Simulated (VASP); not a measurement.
# ZnO (P6_3/mmc) in VASP: further runs, part 2 of 2

VASP 6.6.1. Earlier steps stand in the parts before.

### 3 Single point, PBE+D3(BJ) (strain +0.1500 x Voigt [0, 0, 1, 0, 0, 0])

INCAR reads:

```
SYSTEM = ZnO
PREC = Accurate ; ENCUT = 520
EDIFF = 1E-6 ; ISMEAR = 0
SIGMA = 0.05 ; LREAL = .False.
LASPH = .True. ; NELM = 80
ALGO = Normal ; ISIF = 2
LWAVE = .False. ; LCHARG = .True.
GGA = PE ; IVDW = 12
LELF = .True. ; LVHAR = .True.
NBANDS = 26
```

KPOINTS reads:

```
regular mesh
0
Gamma
  12 12 6
  0 0 0
```

POSCAR reads:

```
ZnO
1.0
    3.2662751495      0.0000000000      0.0000000000
   -1.6331375747      2.8286772553      0.0000000000
    0.0000000000      0.0000000000      7.0941755955
Zn O
2 2
Direct
    0.0000000000      0.0000000000      0.7500000000
    0.0000000000      0.0000000000      0.2500000000
    0.3333333333      0.6666666667      0.2500000000
    0.6666666667      0.3333333333      0.7500000000
```

Potentials or basis: VASP PAW PBE potentials, release 64 (Zn, O).

Started as:

```sh
$ cat potpaw_PBE.64/Zn/POTCAR potpaw_PBE.64/O/POTCAR > POTCAR
$ mpirun -np 1 vasp_std > vasp.out
```

OUTCAR:

```text
SYSTEM = ZnO
   PREC = Accurate
   ENCUT = 520
   EDIFF = 1E-6
   ISMEAR = 0
   LREAL = .False.
   LASPH = .True.
   NELM = 80
   ISIF = 2
   GGA = PE
   IVDW = 12
 IVDW          = 12

 ion  position               nearest neighbor table
   1  0.000  0.000  0.750-   4 1.89   4 1.89   4 1.89
   2  0.000  0.000  0.250-   3 1.89   3 1.89   3 1.89
   3  0.333  0.667  0.250-   2 1.89   2 1.89   2 1.89
   4  0.667  0.333  0.750-   1 1.89   1 1.89   1 1.89

  LATTYP: Found a hexagonal cell.
 ALAT       =     3.2662751495
 C/A-ratio  =     2.1719467194

  Lattice vectors:

 A1 = (   3.2662751495,   0.0000000000,   0.0000000000)
 A2 = (  -1.6331375747,   2.8286772553,   0.0000000000)
 A3 = (   0.0000000000,   0.0000000000,   7.0941755955)

Analysis of symmetry for initial positions (statically):
=====================================================================
 Subroutine PRICEL returns:
 Original cell was already a primitive cell.

 Routine SETGRP: Setting up the symmetry group for a
 hexagonal supercell.

 Subroutine GETGRP returns: Found 24 space group operations
 (whereof 12 operations were pure point group operations)
 out of a pool of 24 trial point group operations.

The static configuration has the point symmetry D_3d.
 The point group associated with its full space group is D_6h.

Analysis of symmetry for dynamics (positions and initial velocities):
=====================================================================
 Subroutine PRICEL returns:
 Original cell was already a primitive cell.

 Routine SETGRP: Setting up the symmetry group for a
 hexagonal supercell.

 Subroutine GETGRP returns: Found 24 space group operations
 (whereof 12 operations were pure point group operations)
 out of a pool of 24 trial point group operations.

The dynamic configuration has the point symmetry D_3d.
 The point group associated with its full space group is D_6h.

 Subroutine INISYM returns: Found 24 space group operations
 (whereof 12 operations are pure point group operations),
[... 119 lines left out ...]
     AMIX     =   0.40;   BMIX     =  1.00
     AMIX_MAG =   1.60;   BMIX_MAG =  1.00
  volume/ion in A,a.u.               =      16.39       110.58
  Fermi-wavevector in a.u.,A,eV,Ry     =   1.340694  2.533544 24.455930  1.797460
  Thomas-Fermi vector in A             =   2.468986
   LORBIT       =      0    0 simple, 1 ext, 2 COOP (PROOUT), +10 PAW based schemes
   GGA     = PE    functional components
   LHFCALC =     F    Hartree Fock is set to
   AEXX    =    0.0000 exact exchange contribution
   IVDW    =    12    specifies the selected vdW correction
   LEPSILON=     F    determine dielectric tensor
   LRPA    =     F    only Hartree local field effects (RPA)
 non-spin polarized calculation
 Gauss-broadening in eV      SIGMA  =   0.05
  energy-cutoff  :      520.00
  volume of cell :       65.54
 maximum number of plane-waves:      1794
   NGX = 13   NGY = 13   NGZ = 27

 number of electron      36.0000031 magnetization

 Free energy of the ion-electron system (eV)
  ---------------------------------------------------
  ext. energy  EPLUGINS =         0.00000000
  ---------------------------------------------------
  free energy    TOTEN  =       -16.95868703 eV

  energy without entropy =      -16.95868703  energy(sigma->0) =      -16.95868703

 E-fermi :  -0.4086     XC(G=0):  -9.0103

 val. band max:       -0.6156987405   @ k =   0.0000   0.0000   0.0000
 cond. band min:       0.2114250064   @ k =   0.0000   0.0000   0.0000
 fundamental gap:      0.8271237469
 Fermi energy:        -0.4085503603

 k-point     1 :       0.0000    0.0000    0.0000
  band No.  band energies     occupation
      1     -18.2294      2.00000
      2     -18.1454      2.00000
      3      -6.8361      2.00000
      4      -6.8361      2.00000
      5      -6.8210      2.00000
      6      -6.8210      2.00000
[... 685 lines left out ...]
     25      11.5252      0.00000
     26      12.9400      0.00000

 [... further k-points ...]

------------------------ aborting loop because EDIFF is reached ----------------------------------------

 Edisp (eV)   -0.63544

 E8    (eV) :    -0.2389

  FORCE on cell =-STRESS in cart. coord.  units (eV):
  Direction    XX          YY          ZZ          XY          YZ          ZX
  --------------------------------------------------------------------------------------
  -------------------------------------------------------------------------------------
  Total       0.50319     0.50319    -0.65558     0.00000     0.00000    -0.00000
  in kB      12.30002    12.30002   -16.02502     0.00000     0.00000    -0.00000
  external pressure =        2.86 kB  Pullay stress =        0.00 kB

 VOLUME and BASIS-vectors are now :
 -----------------------------------------------------------------------------
  energy-cutoff  :      520.00
  volume of cell :       65.54
      direct lattice vectors                 reciprocal lattice vectors
     3.266275150  0.000000000  0.000000000     0.306159143  0.176761064  0.000000000
    -1.633137575  2.828677255  0.000000000     0.000000000  0.353522127  0.000000000
     0.000000000  0.000000000  7.094175596     0.000000000  0.000000000  0.140960706

 POSITION                                       TOTAL-FORCE (eV/Angst)
 -----------------------------------------------------------------------------------
      0.00000      0.00000      5.32063        -0.000000      0.000000     -0.000000
      0.00000      0.00000      1.77354         0.000000     -0.000000      0.000000
     -0.00000      1.88578      1.77354         0.000000      0.000000      0.000000
      1.63314      0.94289      5.32063        -0.000000     -0.000000     -0.000000
 -----------------------------------------------------------------------------------
    total drift:                               -0.000000      0.000000      0.000000

  FREE ENERGIE OF THE ION-ELECTRON SYSTEM (eV)
  ---------------------------------------------------
  free  energy   TOTEN  =       -17.5941273376 eV

  energy  without entropy=      -17.5941273376  energy(sigma->0) =      -17.59412734
```

OSZICAR:

```text
N       E                     dE             d eps       ncg     rms          rms(c)
DAV:   1     0.297472151733E+03    0.29747E+03   -0.18078E+04  3992   0.180E+03
DAV:   2     0.143930972262E+02   -0.28308E+03   -0.26415E+03  4246   0.390E+02
DAV:   3    -0.202946384289E+02   -0.34688E+02   -0.34286E+02  4384   0.140E+02
DAV:   4    -0.210371936873E+02   -0.74256E+00   -0.74113E+00  4428   0.217E+01
DAV:   5    -0.210414962286E+02   -0.43025E-02   -0.43021E-02  4422   0.163E+00    0.163E+01
DAV:   6    -0.168117649091E+02    0.42297E+01   -0.10427E+01  6866   0.720E+01    0.943E+00
DAV:   7    -0.170111113647E+02   -0.19935E+00   -0.33241E+00  4204   0.176E+01    0.569E+00
DAV:   8    -0.170259830613E+02   -0.14872E-01   -0.83408E-01  4820   0.737E+00    0.195E+00
DAV:   9    -0.169548930284E+02    0.71090E-01   -0.19043E-01  5760   0.662E+00    0.372E-01
DAV:  10    -0.169581947999E+02   -0.33018E-02   -0.44105E-02  4086   0.159E+00    0.132E-01
DAV:  11    -0.169586786823E+02   -0.48388E-03   -0.95908E-04  4156   0.598E-01    0.859E-02
DAV:  12    -0.169586744568E+02    0.42255E-05   -0.44266E-04  5422   0.478E-01    0.164E-02
DAV:  13    -0.169586933524E+02   -0.18896E-04   -0.86956E-05  5004   0.121E-01    0.229E-02
DAV:  14    -0.169586869557E+02    0.63967E-05   -0.25731E-05  4934   0.518E-02    0.471E-03
DAV:  15    -0.169586870288E+02   -0.73048E-07   -0.56935E-06  4172   0.222E-02
   1 F= -.17594127E+02 E0= -.17594127E+02  d E =-.153363E-10
```

stdout:

```text
POSCAR found type information on POSCAR ZnO
 POSCAR found :  2 types and       4 ions
 scaLAPACK will be used
 LDA part: xc-table for (Slater+PW92), standard interpolation
 POSCAR, INCAR and KPOINTS ok, starting setup
 FFT: planning ... GRIDC
 FFT: planning ... GRID_SOFT
 FFT: planning ... GRID
 WAVECAR not read
 entering main loop
```

Run time: 49 s. Hardware: 1 thread of Intel Xeon 6975P-C (Granite Rapids), shared host; peak memory 0.25 GiB.

What came out:

```
Free energy                : -17.5941 eV
Pressure                   : 0.3 GPa
Band gap on the k mesh     : 0.83 eV
Dispersion energy per atom : -0.159 eV
```

Stress tensor (GPa, compression positive):
```
 1.23  0.00  0.00
 0.00  1.23  0.00
 0.00  0.00 -1.60
```

Levels at points of the mesh, in eV from the valence-band top:
| k point | band 16 | band 17 | band 18 | band 19 | band 20 | band 21 |
| --- | --- | --- | --- | --- | --- | --- |
| (0.00, 0.00, 0.00) | -0.01 | 0.00 | 0.00 | 0.83 | 3.42 | 5.15 |
| (0.50, 0.00, 0.00) | -1.85 | -0.98 | -0.98 | 4.86 | 5.56 | 6.26 |
| (0.00, 0.00, 0.50) | 0.00 | 0.00 | 0.00 | 1.95 | 1.95 | 7.29 |
| (0.50, 0.00, 0.50) | -1.89 | -0.94 | -0.94 | 5.03 | 5.03 | 7.69 |

Caveat: the cell differs from its parent crystal (strain +0.1500 x Voigt [0, 0, 1, 0, 0, 0]).
